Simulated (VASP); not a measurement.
H22CO11, 34 atoms in the cell. The cell holds an amorphous packing of atoms, 34 atoms: a = 7.120 Å, b = 7.120 Å, c = 7.120 Å, α = 90.00°, β = 90.00°, γ = 90.00°. 

```yaml
Program: VASP 6.6.1
Task: single point
Functional: PBE
Dispersion: D3(BJ)
Potentials_or_basis: VASP PAW PBE potentials, release 64 (O, H, C)
Cutoff: 520 eV
k_mesh: 1 × 1 × 1
Occupations: fermi-dirac, width 0.02 eV
Spin: no spin polarisation
Dipole_correction: no
Further_INCAR_settings: LREAL = Auto; ALGO = Normal; EDIFF = 1e-06; NBANDS = 69
```

Potentials or basis: VASP PAW PBE potentials, release 64 (O, H, C).

The run is started by

```bash
$ cat potpaw_PBE.64/O/POTCAR potpaw_PBE.64/H/POTCAR potpaw_PBE.64/C/POTCAR > POTCAR
$ mpirun -np 1 vasp_gam > vasp.out
```

Hardware: 1 thread of Intel(R) Xeon(R) Platinum 8375C CPU @ 2.90GHz (Ice Lake), on a shared host.

How long does it take, and how much memory?

Run time: 51 s on 1 thread of Intel(R) Xeon(R) Platinum 8375C CPU @ 2.90GHz (Ice Lake) (shared host), peak memory 0.35 GiB. Counts: scf iterations 15, k points 1.
